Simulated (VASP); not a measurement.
# MoSe2 (P6_3/mmc) in VASP: a series of runs, part 2 of 2

VASP 6.6.1. The steps go on from the part before.

**4. Relaxation of shape and atoms at fixed volume, PBE+D3(BJ) (18.95 Å³/atom)**

This run uses another cell than the first one, of 18.95 Å³/atom.

File INCAR:

```
  PREC = Accurate
  ENCUT = 500
  EDIFF = 1E-7
  ISMEAR = 0
  SIGMA = 0.05
  LREAL = False
  LASPH = True
  NELM = 120
  ALGO = Normal
  ISIF = 4
  LWAVE = False
  LCHARG = False
  GGA = PE
  IVDW = 12
  IBRION = 2
  NSW = 60
  EDIFFG = -0.01
  GGA_COMPAT = False
  NELMIN = 4
```

File KPOINTS:

```
regular mesh
0
Gamma
  10 10 4
```

File POSCAR:

```
MoSe2
1.0
    3.2424818384      0.0000000000      0.0000000000
   -1.6212409192      2.8080716433      0.0000000000
    0.0000000000      0.0000000000     12.4856760541
Mo Se
2 4
Direct
    0.3333333333      0.6666666667      0.2500000000
    0.6666666667      0.3333333333      0.7500000000
    0.3333333333      0.6666666667      0.6167009414
    0.6666666667      0.3333333333      0.1167009414
    0.3333333333      0.6666666667      0.8832990586
    0.6666666667      0.3333333333      0.3832990586
```

On the command line:

```bash
cat potpaw_PBE.64/Mo_sv/POTCAR potpaw_PBE.64/Se/POTCAR > POTCAR
mpirun -np 1 vasp_std > vasp.out
```

Wall time 13 min (1 thread of Intel Xeon 8259CL, shared host); peak memory 0.31 GiB.

Results (log left out):

```yaml
Free_energy: -42.6487 eV
Energy_gained_by_relaxing: 2.5 meV/atom
Ionic_steps: 5
Pressure_after_relaxing: 2.5 GPa
Band_gap_on_the_k_mesh: 0.61 eV (least direct gap 1.60 eV)
Dispersion_energy_per_atom: -0.500 eV
```

Forces on the atoms (eV/Å):
```
Mo   0.000  0.000  0.000
Mo   0.000  0.000  0.000
Se   0.000  0.000 -0.002
Se   0.000  0.000 -0.002
Se   0.000  0.000  0.002
Se   0.000  0.000  0.002
```

The path:
```tsv
step	energy change (eV)	largest force (eV/Å)	pressure (GPa)	volume (Å³)
1	0.0000	0.3459	4.31	113.68
2	-0.0106	0.0019	2.80	113.68
3	-0.0108	0.0327	2.95	113.68
4	-0.0140	0.0166	2.69	113.68
5	-0.0148	0.0022	2.47	113.68
```

Final structure:
```
Mo Se
1.0
     3.25174    0.00000    0.00000
    -1.62587    2.81609    0.00000
     0.00000    0.00000   12.41465
Mo Se
2 4
Direct
  0.33333 0.66667 0.25000
  0.66667 0.33333 0.75000
  0.33333 0.66667 0.61482
  0.66667 0.33333 0.11482
  0.33333 0.66667 0.88518
  0.66667 0.33333 0.38518
```

Levels at points of the mesh, in eV from the valence-band top:
| k point | band 22 | band 23 | band 24 | band 25 | band 26 | band 27 | band 28 | band 29 | band 30 | band 31 |
| --- | --- | --- | --- | --- | --- | --- | --- | --- | --- | --- |
| (0.00, 0.00, 0.00) | -1.52 | -1.52 | -1.37 | -0.52 | 0.00 | 2.42 | 2.42 | 2.52 | 2.53 | 2.54 |
| (0.50, 0.00, 0.00) | -2.34 | -1.38 | -1.31 | -1.23 | -0.86 | 1.54 | 1.61 | 1.72 | 2.21 | 2.56 |
| (0.00, 0.00, 0.50) | -1.56 | -1.56 | -1.56 | -0.13 | -0.13 | 2.43 | 2.43 | 2.43 | 2.43 | 2.75 |
| (0.50, 0.00, 0.50) | -2.60 | -1.28 | -1.28 | -1.09 | -1.09 | 1.57 | 1.57 | 1.99 | 1.99 | 3.13 |

**5. Relaxation of shape and atoms at fixed volume, PBE+D3(BJ) (19.34 Å³/atom)**

This run uses another cell than the first one, of 19.34 Å³/atom.

File INCAR:

```
  ALGO = Normal
  EDIFF = 1E-7
  EDIFFG = -0.01
  ENCUT = 500
  GGA = PE
  GGA_COMPAT = False
  IBRION = 2
  ISIF = 4
  ISMEAR = 0
  IVDW = 12
  LASPH = True
  LCHARG = False
  LREAL = False
  LWAVE = False
  NELM = 120
  NELMIN = 4
  NSW = 60
  PREC = Accurate
  SIGMA = 0.05
```

File KPOINTS:

```
k-points
0
Gamma
  10 10 4
```

File POSCAR:

```
MoSe2
1.0
    3.2549098918      0.0000000000      0.0000000000
   -1.6274549459      2.8188346534      0.0000000000
    0.0000000000      0.0000000000     12.6486469169
Mo Se
2 4
Direct
    0.3333333333      0.6666666667      0.2500000000
    0.6666666667      0.3333333333      0.7500000000
    0.3333333333      0.6666666667      0.6185407763
    0.6666666667      0.3333333333      0.1185407763
    0.3333333333      0.6666666667      0.8814592237
    0.6666666667      0.3333333333      0.3814592237
```

On the command line:

```bash
cat potpaw_PBE.64/Mo_sv/POTCAR potpaw_PBE.64/Se/POTCAR > POTCAR
mpirun -np 1 vasp_std > vasp.out
```

Run time: 13 min. Hardware: 1 thread of Intel Xeon 8259CL, shared host; peak memory 0.31 GiB.

Results (log left out):

```yaml
Free_energy: -42.6753 eV
Energy_gained_by_relaxing: 2.7 meV/atom
Ionic_steps: 5
Pressure_after_relaxing: 1.2 GPa
Band_gap_on_the_k_mesh: 0.68 eV (least direct gap 1.59 eV)
Dispersion_energy_per_atom: -0.489 eV
```

Forces in eV/Å, atoms in the order of the input:
```
Mo   0.000  0.000  0.000
Mo   0.000  0.000  0.000
Se   0.000  0.000 -0.003
Se   0.000  0.000 -0.003
Se   0.000  0.000  0.003
Se   0.000  0.000  0.003
```

Step by step:
| step | energy change (eV) | largest force (eV/Å) | pressure (GPa) | volume (Å³) |
| --- | --- | --- | --- | --- |
| 1 | 0.0000 | 0.3499 | 3.09 | 116.05 |
| 2 | -0.0111 | 0.0054 | 1.59 | 116.05 |
| 3 | -0.0112 | 0.0339 | 1.72 | 116.05 |
| 4 | -0.0149 | 0.0188 | 1.43 | 116.05 |
| 5 | -0.0161 | 0.0029 | 1.15 | 116.05 |

Final structure:
```cif
data_structure
_symmetry_space_group_name_H-M 'P 1'
_symmetry_Int_Tables_number 1
_cell_length_a 3.2660
_cell_length_b 3.2660
_cell_length_c 12.5632
_cell_angle_alpha 90.000
_cell_angle_beta 90.000
_cell_angle_gamma 120.000
_cell_volume 116.05
loop_
_atom_site_label
_atom_site_type_symbol
_atom_site_fract_x
_atom_site_fract_y
_atom_site_fract_z
_atom_site_occupancy
Mo1 Mo 0.33333 0.66667 0.25000 1
Mo2 Mo 0.66667 0.33333 0.75000 1
Se1 Se 0.33333 0.66667 0.61654 1
Se2 Se 0.66667 0.33333 0.11654 1
Se3 Se 0.33333 0.66667 0.88346 1
Se4 Se 0.66667 0.33333 0.38346 1
```

Levels at points of the mesh, in eV from the valence-band top:
| k point | band 22 | band 23 | band 24 | band 25 | band 26 | band 27 | band 28 | band 29 | band 30 | band 31 |
| --- | --- | --- | --- | --- | --- | --- | --- | --- | --- | --- |
| (0.00, 0.00, 0.00) | -1.50 | -1.50 | -1.28 | -0.60 | 0.00 | 2.43 | 2.43 | 2.54 | 2.54 | 2.56 |
| (0.50, 0.00, 0.00) | -2.29 | -1.31 | -1.25 | -1.18 | -0.87 | 1.54 | 1.60 | 1.75 | 2.18 | 2.59 |
| (0.00, 0.00, 0.50) | -1.54 | -1.54 | -1.54 | -0.15 | -0.15 | 2.45 | 2.45 | 2.45 | 2.45 | 2.75 |
| (0.50, 0.00, 0.50) | -2.52 | -1.22 | -1.22 | -1.06 | -1.06 | 1.57 | 1.57 | 1.99 | 1.99 | 3.13 |

**6. Overview**

| cell | gap on the mesh (eV) | pressure (GPa) |
| --- | --- | --- |
| relaxed from a = 3.299, b = 3.299, c = 12.818 Å, angles 90.0, 90.0, 120.0°, 6 atoms, atomic positions A | 0.83 | -0.8 |
| relaxed from a = 3.308, b = 3.308, c = 12.994 Å, angles 90.0, 90.0, 120.0°, 6 atoms, atomic positions B | 0.90 | -1.5 |
| relaxed from a = 3.242, b = 3.242, c = 12.486 Å, angles 90.0, 90.0, 120.0°, 6 atoms, atomic positions C | 0.61 | 2.5 |
| relaxed from a = 3.255, b = 3.255, c = 12.649 Å, angles 90.0, 90.0, 120.0°, 6 atoms, atomic positions A | 0.68 | 1.2 |

Alike in all rows: task relaxation of shape and atoms at fixed volume; level PBE+D3(BJ); potentials or basis VASP PAW PBE potentials, release 64 (Mo_sv, Se); no spin polarisation; k mesh 10 × 10 × 4; cutoff (eV) 500; smearing gaussian 0.05 eV.

Total energies depend on the potentials used, so only differences within one code and one set of settings carry meaning.
